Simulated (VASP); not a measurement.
# SiO2 (Im-3m) in VASP: a series of runs, part 2 of 2

VASP 6.6.1. Earlier steps stand in the parts before.

## Step 5: Relaxation of cell and atoms, LDA

This run uses another cell than the first one, of 20.11 Å³/atom.

Input file INCAR:

```
PREC = Accurate ; ENCUT = 600
EDIFF = 1E-7 ; ISMEAR = 0
SIGMA = 0.02 ; LREAL = Auto
LASPH = True ; NELM = 100
ALGO = Normal ; ISIF = 3
LWAVE = False ; LCHARG = False
GGA = CA ; IBRION = 2
NSW = 100 ; EDIFFG = -0.005
```

Input file KPOINTS:

```
Automatic mesh
0
Gamma
  4 4 4
```

Input file POSCAR:

```
SiO2
1.0
   -4.9414789400      4.9414789400      4.9414789400
    4.9414789400     -4.9414789400      4.9414789400
    4.9414789400      4.9414789400     -4.9414789400
Si O
8 16
Direct
    0.3138788000      0.3138788000      0.3138788000
    0.0000000000      0.3138788000      0.0000000000
    0.0000000000      0.0000000000      0.3138788000
    0.3138788000      0.0000000000      0.0000000000
    0.0000000000      0.0000000000      0.6861212000
    0.6861212000      0.0000000000      0.0000000000
    0.0000000000      0.6861212000      0.0000000000
    0.6861212000      0.6861212000      0.6861212000
    0.5000000000      0.5000000000      0.5000000000
    0.0000000000      0.5000000000      0.0000000000
    0.0000000000      0.0000000000      0.5000000000
    0.5000000000      0.0000000000      0.0000000000
    0.1888848800      0.1888848800      0.3777697600
    0.1888848800      0.3777697600      0.1888848800
    0.8111151200      0.0000000000      0.1888848800
    0.0000000000      0.8111151200      0.1888848800
    0.3777697600      0.1888848800      0.1888848800
    0.1888848800      0.8111151200      0.0000000000
    0.8111151200      0.1888848800      0.0000000000
    0.1888848800      0.0000000000      0.8111151200
    0.6222302400      0.8111151200      0.8111151200
    0.8111151200      0.6222302400      0.8111151200
    0.0000000000      0.1888848800      0.8111151200
    0.8111151200      0.8111151200      0.6222302400
```

Potentials or basis: VASP PAW LDA potentials, release 64 (Si, O).

On the command line:

```bash
cat potpaw_LDA.64/Si/POTCAR potpaw_LDA.64/O/POTCAR > POTCAR
mpirun -np 1 vasp_std > vasp.out
```

OUTCAR:

```text
PREC = Accurate
   ENCUT = 600
   EDIFF = 1E-7
   ISMEAR = 0
   LREAL = Auto
   LASPH = True
   NELM = 100
   ISIF = 3
   GGA = CA
   IBRION = 2
   NSW = 100
   EDIFFG = -0.005

 ion  position               nearest neighbor table
   1  0.314  0.314  0.314-   9 1.59  13 1.61  14 1.61  17 1.61   3 3.10   4 3.10   2 3.10
   2  0.000  0.314  0.000-  10 1.59  19 1.61  23 1.61  14 1.61   5 3.10   6 3.10   1 3.10
   3  0.000  0.000  0.314-  11 1.59  15 1.61  16 1.61  13 1.61   6 3.10   7 3.10   1 3.10
   4  0.314  0.000  0.000-  12 1.59  18 1.61  20 1.61  17 1.61   5 3.10   7 3.10   1 3.10
   5  0.000  0.000  0.686-  11 1.59  20 1.61  23 1.61  24 1.61   4 3.10   8 3.10   2 3.10
   6  0.686  0.000  0.000-  12 1.59  15 1.61  19 1.61  21 1.61   3 3.10   8 3.10   2 3.10
   7  0.000  0.686  0.000-  10 1.59  16 1.61  18 1.61  22 1.61   4 3.10   8 3.10   3 3.10
   8  0.686  0.686  0.686-   9 1.59  21 1.61  22 1.61  24 1.61   6 3.10   7 3.10   5 3.10
   9  0.500  0.500  0.500-   1 1.59   8 1.59
  10  0.000  0.500  0.000-   2 1.59   7 1.59
  11  0.000  0.000  0.500-   3 1.59   5 1.59
  12  0.500  0.000  0.000-   4 1.59   6 1.59
  13  0.189  0.189  0.378-   1 1.61   3 1.61
  14  0.189  0.378  0.189-   1 1.61   2 1.61
[... 8 lines left out ...]
  23  0.000  0.189  0.811-   2 1.61   5 1.61
  24  0.811  0.811  0.622-   8 1.61   5 1.61

  LATTYP: Found a body centered cubic cell.
 ALAT       =     9.8829578800

  Lattice vectors:

 A1 = (  -4.9414789400,   4.9414789400,   4.9414789400)
 A2 = (   4.9414789400,  -4.9414789400,   4.9414789400)
 A3 = (   4.9414789400,   4.9414789400,  -4.9414789400)

Analysis of symmetry for initial positions (statically):
=====================================================================
 Subroutine PRICEL returns:
 Original cell was already a primitive cell.

 Routine SETGRP: Setting up the symmetry group for a
 body centered cubic supercell.

 Subroutine GETGRP returns: Found 48 space group operations
 (whereof 48 operations were pure point group operations)
 out of a pool of 48 trial point group operations.

The static configuration has the point symmetry O_h .

Analysis of symmetry for dynamics (positions and initial velocities):
[... 170 lines left out ...]
 non-spin polarized calculation
 Gauss-broadening in eV      SIGMA  =   0.02
  energy-cutoff  :      600.00
  volume of cell :      482.65
 maximum number of plane-waves:     16236
 NGX is ok and might be reduce to    70
   NGX = 35   NGY = 35   NGZ = 35

--------------------------------------- Ionic step        1  -------------------------------------------

 number of electron     128.0000006 magnetization

 Free energy of the ion-electron system (eV)
  ---------------------------------------------------
  ext. energy  EPLUGINS =         0.00000000
  ---------------------------------------------------
  free energy    TOTEN  =      -207.12666257 eV

  energy without entropy =     -207.12666257  energy(sigma->0) =     -207.12666257

------------------------ aborting loop because EDIFF is reached ----------------------------------------

  FORCE on cell =-STRESS in cart. coord.  units (eV):
  Direction    XX          YY          ZZ          XY          YZ          ZX
  --------------------------------------------------------------------------------------
  -------------------------------------------------------------------------------------
  Total       -2.8058711     -2.8058711     -2.8058711      0.0000000      0.0000000      0.0000000
  in kB       -9.3142409     -9.3142409     -9.3142409      0.0000000      0.0000000      0.0000000
  external PRESSURE =      -9.3142409 kB  Pullay stress =       0.0000000 kB
[... 335 lines left out ...]
--------------------------------------- Ionic step        7  -------------------------------------------

 number of electron     128.0000002 magnetization

 Free energy of the ion-electron system (eV)
  ---------------------------------------------------
  ext. energy  EPLUGINS =         0.00000000
  ---------------------------------------------------
  free energy    TOTEN  =      -207.13776189 eV

  energy without entropy =     -207.13776189  energy(sigma->0) =     -207.13776189

 E-fermi :  -2.1051     XC(G=0):  -6.9484

 val. band max:       -2.2828798021   @ k =   0.0000   0.0000   0.0000
 cond. band min:       3.2332061462   @ k =   0.0000   0.0000   0.0000
 fundamental gap:      5.5160859484
 Fermi energy:        -2.1051424451

 k-point     1 :       0.0000    0.0000    0.0000
  band No.  band energies     occupation
      1     -21.5734      2.00000
      2     -20.6474      2.00000
      3     -20.6474      2.00000
      4     -20.6474      2.00000
      5     -20.6381      2.00000
      6     -20.6381      2.00000
[... 621 lines left out ...]
     75       7.2028      0.00000
     76       7.3058      0.00000
 [bands above 76 left out]

------------------------ aborting loop because EDIFF is reached ----------------------------------------

  FORCE on cell =-STRESS in cart. coord.  units (eV):
  Direction    XX          YY          ZZ          XY          YZ          ZX
  --------------------------------------------------------------------------------------
  -------------------------------------------------------------------------------------
  Total        0.0231600      0.0231600      0.0231600     -0.0000000      0.0000000      0.0000000
  in kB        0.0775007      0.0775007      0.0775007     -0.0000000      0.0000000      0.0000000
  external PRESSURE =       0.0775007 kB  Pullay stress =       0.0000000 kB
[... 39 lines left out ...]
  FREE ENERGIE OF THE ION-ELECTRON SYSTEM (eV)
  ---------------------------------------------------
  free  energy   TOTEN  =      -207.1377618856 eV

  energy  without entropy=     -207.1377618856  energy(sigma->0) =     -207.13776189

 reached required accuracy - stopping structural energy minimisation
```

It took 81 min on 1 thread of Oxide Virtual Turin-like, shared host; peak memory 0.6 GiB.

Results:

* Free energy: -207.1378 eV
* Relaxed volume: 19.95 Å³/atom
* Relaxed cell: a = 8.536 Å, b = 8.536 Å, c = 8.536 Å, α = 109.47°, β = 109.47°, γ = 109.47°
* Space group after relaxing (to 0.1 Å): Im-3m (No. 229)
* Energy gained by relaxing: 0.5 meV/atom
* Ionic steps: 7
* Pressure after relaxing: 0.0 GPa
* Band gap on the k mesh: 5.52 eV

Forces on the atoms (eV/Å):
```
Si   0.002  0.002  0.002
Si   0.002 -0.002  0.002
Si   0.002  0.002 -0.002
Si  -0.002  0.002  0.002
Si  -0.002 -0.002  0.002
Si   0.002 -0.002 -0.002
Si  -0.002  0.002 -0.002
Si  -0.002 -0.002 -0.002
O    0.000  0.000  0.000
O    0.000  0.000  0.000
O    0.000  0.000  0.000
O    0.000  0.000  0.000
O    0.000  0.000  0.000
O    0.000  0.000  0.000
O    0.000  0.000  0.000
O    0.000  0.000  0.000
O    0.000  0.000  0.000
O    0.000  0.000  0.000
O    0.000  0.000  0.000
O    0.000  0.000  0.000
O    0.000  0.000  0.000
O    0.000  0.000  0.000
O    0.000  0.000  0.000
O    0.000  0.000  0.000
```

Step by step:
| step | energy change (eV) | largest force (eV/Å) | pressure (GPa) | volume (Å³) |
| --- | --- | --- | --- | --- |
| 1 | 0.0000 | 0.0980 | -0.93 | 482.65 |
| 2 | 0.0134 | 0.2527 | 1.34 | 474.53 |
| 3 | -0.0105 | 0.0383 | -0.04 | 479.39 |
| 4 | -0.0107 | 0.0592 | 0.03 | 478.94 |
| 5 | -0.0108 | 0.0236 | 0.00 | 479.10 |
| 6 | -0.0111 | 0.0076 | 0.01 | 478.89 |
| 7 | -0.0111 | 0.0028 | 0.01 | 478.79 |

Final structure:
```xyz
24
Lattice="-4.9283 4.9283 4.9283 4.9283 -4.9283 4.9283 4.9283 4.9283 -4.9283" Properties=species:S:1:pos:R:3 pbc="T T T"
Si    1.5462    1.5462    1.5462
Si    1.5462   -1.5462    1.5462
Si    1.5462    1.5462   -1.5462
Si   -1.5462    1.5462    1.5462
Si    3.3820    3.3820   -3.3820
Si   -3.3820    3.3820    3.3820
Si    3.3820   -3.3820    3.3820
Si    3.3820    3.3820    3.3820
O     2.4641    2.4641    2.4641
O     2.4641   -2.4641    2.4641
O     2.4641    2.4641   -2.4641
O    -2.4641    2.4641    2.4641
O     1.8631    1.8631    0.0000
O     1.8631    0.0000    1.8631
O    -3.0652    4.9283    3.0652
O     4.9283   -3.0652    3.0652
O     0.0000    1.8631    1.8631
O     3.0652   -3.0652    4.9283
O    -3.0652    3.0652    4.9283
O     3.0652    4.9283   -3.0652
O     4.9283    3.0652    3.0652
O     3.0652    4.9283    3.0652
O     4.9283    3.0652   -3.0652
O     3.0652    3.0652    4.9283
```

A k mesh can miss the band edges.

## Step 6: Single point, LDA (19.33 Å³/atom)

This run uses another cell than the first one, of 19.33 Å³/atom.

Input file INCAR:

```
ALGO     = Normal         # electronic algorithm
EDIFF    = 1E-6           # SCF threshold, eV
ENCUT    = 520            # plane-wave cutoff, eV
ISIF     = 2              # what is computed and relaxed
ISMEAR   = 0              # smearing method
LASPH    = T              # aspherical terms in the spheres
LCHARG   = F              # write CHGCAR
LREAL    = Auto         
LWAVE    = F              # write WAVECAR
NBANDS   = 82             # bands
NELM     = 80             # most SCF steps
PREC     = Accurate       # precision mode
SIGMA    = 0.02           # smearing width, eV
```

Input file KPOINTS:

```
k-points
0
Gamma
  4 4 4
```

Input file POSCAR:

```
SiO2
1.0
   -4.8768802189      4.8768802189      4.8768802189
    4.8768802189     -4.8768802189      4.8768802189
    4.8768802189      4.8768802189     -4.8768802189
Si O
8 16
Direct
    0.3138350232      0.3138350232      0.3138350232
    0.0000000000      0.3138350232      0.0000000000
    0.0000000000      0.0000000000      0.3138350232
    0.3138350232      0.0000000000      0.0000000000
    0.0000000000      0.0000000000      0.6861649768
    0.6861649768      0.0000000000      0.0000000000
    0.0000000000      0.6861649768      0.0000000000
    0.6861649768      0.6861649768      0.6861649768
    0.5000000000      0.5000000000      0.5000000000
    0.0000000000      0.5000000000      0.0000000000
    0.0000000000      0.0000000000      0.5000000000
    0.5000000000      0.0000000000      0.0000000000
    0.1905307943      0.1905307943      0.3810615886
    0.1905307943      0.3810615886      0.1905307943
    0.8094692057      0.0000000000      0.1905307943
    0.0000000000      0.8094692057      0.1905307943
    0.3810615886      0.1905307943      0.1905307943
    0.1905307943      0.8094692057      0.0000000000
    0.8094692057      0.1905307943      0.0000000000
    0.1905307943      0.0000000000      0.8094692057
    0.6189384114      0.8094692057      0.8094692057
    0.8094692057      0.6189384114      0.8094692057
    0.0000000000      0.1905307943      0.8094692057
    0.8094692057      0.8094692057      0.6189384114
```

Potentials or basis: VASP PAW LDA potentials, release 64 (Si, O).

On the command line:

```bash
cat potpaw_LDA.64/Si/POTCAR potpaw_LDA.64/O/POTCAR > POTCAR
mpirun -np 1 vasp_std > vasp.out
```

Wall time 15 min (1 thread of Oxide Virtual Turin-like, shared host); peak memory 0.48 GiB.

It converged, with:

| Item | Value |
| --- | --- |
| Free energy | -206.8830 eV |
| Pressure | 3.6 GPa |
| Largest force | 0.080 eV/Å |
| Band gap on the k mesh | 5.53 eV |

Forces on the atoms (eV/Å):
```
Si   0.046  0.046  0.046
Si   0.046 -0.046  0.046
Si   0.046  0.046 -0.046
Si  -0.046  0.046  0.046
Si  -0.046 -0.046  0.046
Si   0.046 -0.046 -0.046
Si  -0.046  0.046 -0.046
Si  -0.046 -0.046 -0.046
O    0.000  0.000  0.000
O    0.000  0.000  0.000
O    0.000  0.000  0.000
O    0.000  0.000  0.000
O    0.013  0.013  0.000
O    0.013  0.000  0.013
O    0.013  0.000 -0.013
O    0.000  0.013 -0.013
O    0.000  0.013  0.013
O   -0.013  0.013  0.000
O    0.013 -0.013  0.000
O   -0.013  0.000  0.013
O    0.000 -0.013 -0.013
O   -0.013  0.000 -0.013
O    0.000 -0.013  0.013
O   -0.013 -0.013  0.000
```

Levels at points of the mesh, in eV from the valence-band top:
```csv
k point,band 60,band 61,band 62,band 63,band 64,band 65,band 66,band 67,band 68,band 69
"(0.00, 0.00, 0.00)",-1.11,-0.10,-0.10,-0.10,0.00,5.53,7.41,8.58,8.58,8.58
"(0.50, 0.00, 0.00)",-0.46,-0.42,-0.33,-0.21,-0.01,6.17,7.05,7.68,8.41,8.51
"(0.50, 0.50, 0.50)",-0.78,-0.78,-0.14,-0.14,-0.02,6.51,7.74,7.74,7.74,7.93
```

Caveat: the cell stands under pressure. A k mesh can miss the band edges.

## Step 7: The runs side by side

| task | cell | cutoff (eV) | gap on the mesh (eV) | pressure (GPa) | largest force (eV/Å) |
| --- | --- | --- | --- | --- | --- |
| single point | a = 8.177 Å, angles 109.5°, 24 atoms, atomic positions A | 520 | 5.19 | 16.1 | 0.12 |
| single point | a = 8.269 Å, angles 109.5°, 24 atoms, atomic positions B | 520 | 5.38 | 11.4 | 0.10 |
| single point | a = 8.359 Å, angles 109.5°, 24 atoms, atomic positions C | 520 | 5.49 | 7.3 | 0.08 |
| relaxation of cell and atoms | relaxed from a = 8.559 Å, angles 109.5°, 24 atoms, atomic positions D | 600 | 5.52 | 0.0 | - |
| single point | a = 8.447 Å, angles 109.5°, 24 atoms, atomic positions E | 520 | 5.53 | 3.6 | 0.08 |

Alike in all rows: level LDA; potentials or basis VASP PAW LDA potentials, release 64 (Si, O); no spin polarisation; k mesh 4 × 4 × 4; smearing gaussian 0.02 eV.

Caveats: the cell stands under pressure (at least some runs).

Total energies depend on the potentials used, so only differences within one code and one set of settings carry meaning.
